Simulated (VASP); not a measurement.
# Si3Ni: single point with PBEsol

Crystal: Si3Ni.

```
CELL_PARAMETERS angstrom
0.00000 2.95463 2.95463
2.95463 0.00000 2.95463
2.95463 2.95463 0.00000
ATOMIC_POSITIONS crystal
Si 0.25000 0.25000 0.25000
Si 0.75000 0.75000 0.75000
Si 0.50000 0.50000 0.50000
Ni 0.00000 0.00000 0.00000
```

| Item | Value |
| --- | --- |
| Program | VASP 6.6.1 |
| Task | single point |
| Functional | PBEsol |
| Potentials or basis | VASP PAW PBE potentials, release 64 (Si, Ni) |
| Cutoff | 520 eV |
| k mesh | 12 × 12 × 12 |
| Occupations | gaussian, width 0.1 eV |
| Spin | collinear spin, ferromagnetic start |
| Starting moments | [0.0, 0.0, 0.0, 2.5] μB |
| Dipole correction | no |
| Further INCAR settings | ALGO = Normal; EDIFF = 1e-06; NBANDS = 23 |

- Pressure: 0.2 GPa
- Band gap on the k mesh: zero (filled and empty bands overlap)
- Net moment: 0.00 μB per cell
- Valence electrons inside the program's atomic spheres: Si 1.56, 1.58 (each value once); Ni 9.35

Levels at points of the mesh, in eV from the Fermi level:
Spin up:
| k point | band 9 | band 10 | band 11 | band 12 | band 13 | band 14 |
| --- | --- | --- | --- | --- | --- | --- |
| (0.00, 0.00, 0.00) | -2.22 | -2.22 | -0.46 | 0.34 | 0.34 | 0.34 |
| (0.50, 0.00, 0.00) | -2.45 | -2.45 | -0.56 | -0.56 | 0.72 | 5.06 |
| (0.50, 0.50, 0.00) | -2.22 | -1.42 | -0.83 | 4.23 | 4.23 | 5.34 |
Spin down:
| k point | band 9 | band 10 | band 11 | band 12 | band 13 | band 14 |
| --- | --- | --- | --- | --- | --- | --- |
| (0.00, 0.00, 0.00) | -2.22 | -2.22 | -0.46 | 0.34 | 0.34 | 0.34 |
| (0.50, 0.00, 0.00) | -2.45 | -2.45 | -0.56 | -0.56 | 0.72 | 5.06 |
| (0.50, 0.50, 0.00) | -2.22 | -1.42 | -0.83 | 4.23 | 4.23 | 5.34 |

Wall time 2.3 min on 1 thread of AMD EPYC 9R45 96-Core Processor (Zen 5), with other jobs on the host, peak memory 0.25 GiB.

Caveat: the moments typed at the start vanished in this run; the PAW data sets were made with another functional, which shifts forces and pressure a little.
